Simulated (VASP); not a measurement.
# CoPtO2: relaxation of shape and atoms at fixed volume with PBE

CoPtO2:

```
Co Pt O
1.0
     1.40548    0.81146    5.90785
    -1.40548    0.81146    5.90785
     0.00000   -1.62291    5.90785
Co Pt O
1 1 2
Cartesian
  0.0000 0.0000 8.8618
  0.0000 0.0000 0.0000
  0.0000 0.0000 15.7356
  0.0000 0.0000 1.9879
```

This cell differs from its parent crystal: volume scaled by 0.960.

- Program: VASP 6.6.1
- Task: relaxation of shape and atoms at fixed volume
- Functional: PBE
- Potentials or basis: VASP PAW PBE potentials, release 64 (Co, Pt, O)
- Cutoff: 600 eV
- k mesh: 14 × 14 × 14
- Occupations: gaussian, width 0.05 eV
- Spin: no spin polarisation
- Dipole correction: no
- Further INCAR settings: ALGO = Normal; EDIFF = 1e-07; IBRION = 2; EDIFFG = -0.01; NSW = 60; ISIF = 4

```
Energy gained by relaxing : 0.4 meV/atom
Ionic steps               : 5
Pressure after relaxing   : 10.0 GPa
```

Step by step:
```csv
step,energy change (eV),largest force (eV/Å),pressure (GPa),volume (Å³)
1,0.0000,0.0496,10.47,40.43
2,-0.0013,0.0837,10.00,40.43
3,-0.0013,0.0790,10.07,40.43
4,-0.0015,0.0393,9.98,40.43
5,-0.0015,0.0005,10.02,40.43
```

Final structure:
```yaml
crystal:
  lattice:
    - [1.40242, 0.80969, 5.93369]
    - [-1.40242, 0.80969, 5.93369]
    - [0.00000, -1.61938, 5.93369]
  atoms:
    - { symbol: Co, position: [0.50000, 0.50000, 0.50000] }
    - { symbol: Pt, position: [0.00000, 0.00000, 0.00000] }
    - { symbol: O, position: [0.88811, 0.88811, 0.88811] }
    - { symbol: O, position: [0.11189, 0.11189, 0.11189] }
```

Levels at points of the mesh, in eV from the Fermi level:
```csv
k point,band 14,band 15,band 16,band 17,band 18,band 19
"(0.00, 0.00, 0.00)",-1.82,-1.82,-1.76,1.71,1.71,2.66
"(0.50, 0.00, 0.00)",-1.16,-0.14,0.92,1.16,1.16,2.28
"(0.50, 0.50, 0.00)",-1.19,-0.14,0.02,1.60,2.11,2.27
"(0.50, 0.50, 0.50)",-1.09,-0.94,-0.94,1.27,1.27,3.85
```

It took 46 min on 1 thread of Intel(R) Xeon(R) Platinum 8488C (Sapphire Rapids) (shared host), peak memory 0.62 GiB.

Caveat: the cell differs from its parent crystal (volume scaled by 0.960); spin-orbit coupling is left out, which moves the levels of the heavy elements; an odd number of electrons without spin polarisation forces a metal; a magnetic or distorted state may lie lower; the run has no spin polarisation, though such a crystal can be magnetic; semilocal functionals often make such compounds metallic where correlation or magnetic order opens a gap, which also shifts bond lengths. Spin polarisation is off, so any magnetic state and its effect on volume and gap are missing.
